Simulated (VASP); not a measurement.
LiH, 2 atoms in the cell. It takes space group I4/mmm (No. 139, tetragonal). The conventional cell has a = 2.667 Å, b = 2.667 Å, c = 3.997 Å, α = 90.00°, β = 90.00°, γ = 90.00°. Within 2.5 Å of Li (site symmetry 4/mmm) lie 6 H at 1.89 to 2.00 Å. Within 2.5 Å of H (site symmetry 4/mmm) lie 6 Li at 1.89 to 2.00 Å.  This cell differs from its parent crystal: biaxial xy strain -5.6%.

```yaml
Program: VASP 6.6.1
Task: single point
Functional: HSE06
Potentials_or_basis: VASP PAW PBE potentials, release 64 (Li_sv, H)
Cutoff: 520 eV
k_mesh: 8 × 8 × 8
Occupations: gaussian, width 0.01 eV
Spin: no spin polarisation
Dipole_correction: no
Grid_for_exact_exchange_PRECFOCK: Normal
Further_INCAR_settings: ALGO = Normal; EDIFF = 1e-07; NBANDS = 9
Share_of_exact_exchange: 0.25
Screening_parameter: 0.2079 1/Å
```

Potentials or basis: VASP PAW PBE potentials, release 64 (Li_sv, H).

Command:

```console
$ cat potpaw_PBE.64/Li_sv/POTCAR potpaw_PBE.64/H/POTCAR > POTCAR
$ cp INCAR.step1 INCAR
$ mpirun -np 1 vasp_std > vasp.out
$ cp INCAR.step2 INCAR
$ mpirun -np 1 vasp_std > vasp.out
```

Hardware: 1 thread of Intel(R) Xeon(R) Platinum 8259CL CPU @ 2.50GHz (Skylake/Cascade Lake), on a shared host.

Task: How long does it take, and how much memory?

Result: Run time: 9.3 min on 1 thread of Intel(R) Xeon(R) Platinum 8259CL CPU @ 2.50GHz (Skylake/Cascade Lake), on a shared host, peak memory 0.23 GiB. Counts: k points 59.
